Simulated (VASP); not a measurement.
# Sr (Im-3m) in VASP: notebook, part 2 of 2

VASP 6.6.1. The steps go on from the part before.

## (3) Single point, PBE

INCAR

```
SYSTEM = Sr
PREC     = Accurate       ! precision mode
ENCUT    = 520            ! plane-wave cutoff, eV
EDIFF    = 1E-6           ! SCF threshold, eV
ISMEAR   = -1             ! smearing method
SIGMA    = 0.05           ! smearing width, eV
LREAL    = .FALSE.        ! projectors in reciprocal space
LASPH    = .TRUE.         ! aspherical terms in the spheres
NELM     = 100            ! most SCF steps
ALGO     = Normal         ! electronic algorithm
ISIF     = 2              ! what is computed and relaxed
LWAVE    = .FALSE.        ! write WAVECAR
LCHARG   = .FALSE.        ! write CHGCAR
GGA      = PE             ! functional
NBANDS   = 11             ! bands
```

KPOINTS

```
Automatic mesh
0
Gamma
  10 10 10
  0.5 0.5 0.5
```

POSCAR

```
Sr
1.0
   -2.4022136893      2.4022136893      2.4022136893
    2.4022136893     -2.4022136893      2.4022136893
    2.4022136893      2.4022136893     -2.4022136893
Sr
1
Direct
    0.0000000000      0.0000000000      0.0000000000
```

Potentials or basis: VASP PAW PBE potentials, release 64 (Sr_sv).

On the command line:

```console
$ cat potpaw_PBE.64/Sr_sv/POTCAR > POTCAR
$ mpirun -np 1 vasp_std > vasp.out
```

OUTCAR:

```text
SYSTEM = Sr
   PREC = Accurate
   ENCUT = 520
   EDIFF = 1E-6
   ISMEAR = -1
   LREAL = .FALSE.
   LASPH = .TRUE.
   NELM = 100
   ISIF = 2
   GGA = PE

 ion  position               nearest neighbor table
   1  0.000  0.000  0.000-

  LATTYP: Found a body centered cubic cell.
 ALAT       =     4.8044273786

  Lattice vectors:

 A1 = (  -2.4022136893,   2.4022136893,   2.4022136893)
 A2 = (   2.4022136893,  -2.4022136893,   2.4022136893)
 A3 = (   2.4022136893,   2.4022136893,  -2.4022136893)

Analysis of symmetry for initial positions (statically):
=====================================================================
 Subroutine PRICEL returns:
 Original cell was already a primitive cell.

 Routine SETGRP: Setting up the symmetry group for a
 body centered cubic supercell.

 Subroutine GETGRP returns: Found 48 space group operations
 (whereof 48 operations were pure point group operations)
 out of a pool of 48 trial point group operations.

The static configuration has the point symmetry O_h .

Analysis of symmetry for dynamics (positions and initial velocities):
=====================================================================
 Subroutine PRICEL returns:
 Original cell was already a primitive cell.

 Routine SETGRP: Setting up the symmetry group for a
 body centered cubic supercell.

 Subroutine GETGRP returns: Found 48 space group operations
 (whereof 48 operations were pure point group operations)
 out of a pool of 48 trial point group operations.

The dynamic configuration has the point symmetry O_h .

 Subroutine INISYM returns: Found 48 space group operations
 (whereof 48 operations are pure point group operations),
 and found     1 'primitive' translations

----------------------------------------------------------------------------------------

                                     Primitive cell

  volume of cell :      55.4492

  direct lattice vectors                    reciprocal lattice vectors
    -2.402213689  2.402213689  2.402213689     0.000000000  0.208141350  0.208141350
     2.402213689 -2.402213689  2.402213689     0.208141350  0.000000000  0.208141350
     2.402213689  2.402213689 -2.402213689     0.208141350  0.208141350  0.000000000

  length of vectors
     4.160756161  4.160756161  4.160756161     0.294356320  0.294356320  0.294356320

  position of ions in fractional coordinates (direct lattice)
     0.000000000  0.000000000  0.000000000

  ion indices of the primitive-cell ions
   primitive index   ion index
                 1           1

----------------------------------------------------------------------------------------

 KPOINTS: Automatic mesh

Automatic generation of k-mesh.
 Grid dimensions read from file:
 generate k-points for:   10   10   10

 Generating k-lattice:

  Cartesian coordinates                     Fractional coordinates (reciprocal lattice)
     0.000000000  0.020814135  0.020814135     0.100000000  0.000000000  0.000000000
     0.020814135  0.000000000  0.020814135     0.000000000  0.100000000  0.000000000
     0.020814135  0.020814135  0.000000000     0.000000000  0.000000000  0.100000000

  Length of vectors
     0.029435632  0.029435632  0.029435632

  Shift w.r.t. Gamma in fractional coordinates (k-lattice)
     0.500000000  0.500000000  0.500000000

 Subroutine IBZKPT returns following result:
 ===========================================

 Found     44 irreducible k-points:

 Following reciprocal coordinates:
            Coordinates               Weight
  0.050000  0.050000  0.050000      8.000000
  0.150000  0.050000  0.050000     24.000000
  0.250000  0.050000  0.050000     24.000000
  0.350000  0.050000  0.050000     24.000000
  0.450000  0.050000  0.050000     12.000000
 -0.050000  0.050000  0.050000      6.000000
[... 16 lines left out ...]
  0.150000  0.150000  0.150000      8.000000
  0.250000  0.150000  0.150000     24.000000
 [... further k-points ...]
   k-points           NKPTS =     44   k-points in BZ     NKDIM =     44   number of bands    NBANDS=     11
   number of dos      NEDOS =    301   number of ions     NIONS =      1
   total plane-waves  NPLWV =  32768
   dimension x,y,z NGX =    32 NGY =   32 NGZ =   32
   dimension x,y,z NGXF=    64 NGYF=   64 NGZF=   64
   ions per type =               1
   NGX,Y,Z   is equivalent  to a cutoff of  12.79, 12.79, 12.79 a.u.
   NGXF,Y,Z  is equivalent  to a cutoff of  25.57, 25.57, 25.57 a.u.
 SYSTEM =  Sr
   PREC   = accura    normal or accurate (medium, high low for compatibility)
   ISTART =      0    job   : 0-new  1-cont  2-samecut
   ICHARG =      2    charge: 1-file 2-atom 10-const
   ISPIN  =      1    spin polarized calculation?
   LNONCOLLINEAR =      F non collinear calculations
   LSORBIT =      F    spin-orbit coupling
   LASPH  =      T    aspherical Exc in radial PAW
   ENCUT  =  520.0 eV  38.22 Ry    6.18 a.u.   7.74  7.74  7.74*2*pi/ulx,y,z
   NELM   =    100;   NELMIN=  2; NELMDL= -5     # of ELM steps
   EDIFF  = 0.1E-05   stopping-criterion for ELM
   LREAL  =      F    real-space projection
   EDIFFG = 0.1E-04   stopping-criterion for IOM
   NSW    =      0    number of steps for IOM
   IBRION =     -1    ionic relax: 0-MD 1-quasi-New 2-CG
   NFREE  =      0    steps in history (QN), initial steepest desc. (CG)
   ISIF   =      2    stress and relaxation
   ISYM   =      2    0-nonsym 1-usesym 2-fastsym
   POTIM  = 0.5000    time-step for ionic-motion
   TEBEG  =    0.0;   TEEND  =   0.0 temperature during run
   PSTRESS=    0.0 pullay stress
   NELECT =      10.0000    total number of electrons
   NUPDOWN=      -1.0000    fix difference up-down
   EMIN   =  10.00;   EMAX   =-10.00  energy-range for DOS
   EFERMI =   0.00;   METHOD = LEGACY
   ISMEAR =    -1;   SIGMA  =   0.05  broadening in eV -4-tet -1-fermi 0-gaus
   EFERMI_NEDOS =   21; number of points for ismear=-14 and -15
   IALGO  =     38    algorithm
   IMIX   =      4    mixing-type and parameters
     AMIX     =   0.40;   BMIX     =  1.00
     AMIX_MAG =   1.60;   BMIX_MAG =  1.00
  volume/ion in A,a.u.               =      55.45       374.19
  Fermi-wavevector in a.u.,A,eV,Ry     =   0.924932  1.747868 11.639776  0.855499
  Thomas-Fermi vector in A             =   2.050732
   LORBIT       =      0    0 simple, 1 ext, 2 COOP (PROOUT), +10 PAW based schemes
   GGA     = PE    functional components
   LHFCALC =     F    Hartree Fock is set to
   AEXX    =    0.0000 exact exchange contribution
   IVDW    =     0    specifies the selected vdW correction
   LEPSILON=     F    determine dielectric tensor
   LRPA    =     F    only Hartree local field effects (RPA)
 non-spin polarized calculation
  energy-cutoff  :      520.00
  volume of cell :       55.45
 maximum number of plane-waves:      1510
   NGX = 15   NGY = 15   NGZ = 15

 number of electron      10.0000000 magnetization

 Free energy of the ion-electron system (eV)
  ---------------------------------------------------
  ext. energy  EPLUGINS =         0.00000000
  ---------------------------------------------------
  free energy    TOTEN  =        -1.63432401 eV

  energy without entropy =       -1.62369917  energy(sigma->0) =       -1.62901159

 E-fermi :   1.5612     XC(G=0):  -7.3231

 val. band max:        1.5593943018   @ k =  -0.4500  -0.4500   0.2500
 cond. band min:       1.5861568378   @ k =  -0.4500  -0.4500   0.2500
 fundamental gap:      0.0267625361
 Fermi energy:         1.5612052893

 k-point     1 :       0.0500    0.0500    0.0500
  band No.  band energies     occupation
      1     -35.0710      2.00000
      2     -16.9908      2.00000
      3     -16.9639      2.00000
      4     -16.9639      2.00000
      5      -1.8193      2.00000
      6       3.7008      0.00000
      7       3.7008      0.00000
      8       4.2005      0.00000
      9       5.1155      0.00000
     10       5.1155      0.00000
     11       9.7948      0.00000
[... 309 lines left out ...]
 k-point    24 :       0.2500    0.1500    0.1500
  band No.  band energies     occupation
      1     -35.0588      2.00000
      2     -17.1143      2.00000
      3     -17.0268      2.00000
      4     -16.9979      2.00000
      5       0.7358      2.00000
      6       2.0795      0.00006
      7       2.3245      0.00000
      8       5.4641      0.00000
      9       5.6979      0.00000
     10       5.9103      0.00000
     11       7.2398      0.00000

 [... further k-points ...]

------------------------ aborting loop because EDIFF is reached ----------------------------------------

  FORCE on cell =-STRESS in cart. coord.  units (eV):
  Direction    XX          YY          ZZ          XY          YZ          ZX
  --------------------------------------------------------------------------------------
  -------------------------------------------------------------------------------------
  Total       -0.0985118     -0.0985118     -0.0985118      0.0000000     -0.0000000      0.0000000
  in kB       -2.8464526     -2.8464526     -2.8464526      0.0000000     -0.0000000      0.0000000
  external PRESSURE =      -2.8464526 kB  Pullay stress =       0.0000000 kB

 VOLUME and BASIS-vectors are now :
 -----------------------------------------------------------------------------
  energy-cutoff  :      520.00
  volume of cell :       55.45
      direct lattice vectors                 reciprocal lattice vectors
    -2.402213689  2.402213689  2.402213689     0.000000000  0.208141350  0.208141350
     2.402213689 -2.402213689  2.402213689     0.208141350  0.000000000  0.208141350
     2.402213689  2.402213689 -2.402213689     0.208141350  0.208141350  0.000000000

 POSITION                                       TOTAL-FORCE (eV/Angst)
 -----------------------------------------------------------------------------------
      0.00000      0.00000      0.00000         0.000000     -0.000000      0.000000
 -----------------------------------------------------------------------------------
    total drift:                                0.000000      0.000000     -0.000000

  FREE ENERGIE OF THE ION-ELECTRON SYSTEM (eV)
  ---------------------------------------------------
  free  energy   TOTEN  =        -1.6343240062 eV

  energy  without entropy=       -1.6236991671  energy(sigma->0) =       -1.62901159
```

It took 30 s on 1 thread of AMD EPYC, shared host; peak memory 0.15 GiB.

Results:

```
Free energy            : -1.6343 eV
Pressure               : -0.3 GPa
Band gap on the k mesh : zero (band 5 reaches 1.90 eV, above the bottom of band 6 at 1.49 eV)
```

Levels at points of the mesh, in eV from the Fermi level:
| k point | band 2 | band 3 | band 4 | band 5 | band 6 | band 7 | band 8 | band 9 |
| --- | --- | --- | --- | --- | --- | --- | --- | --- |
| (0.05, 0.05, 0.05) | -18.55 | -18.53 | -18.53 | -3.38 | 2.14 | 2.14 | 2.64 | 3.55 |
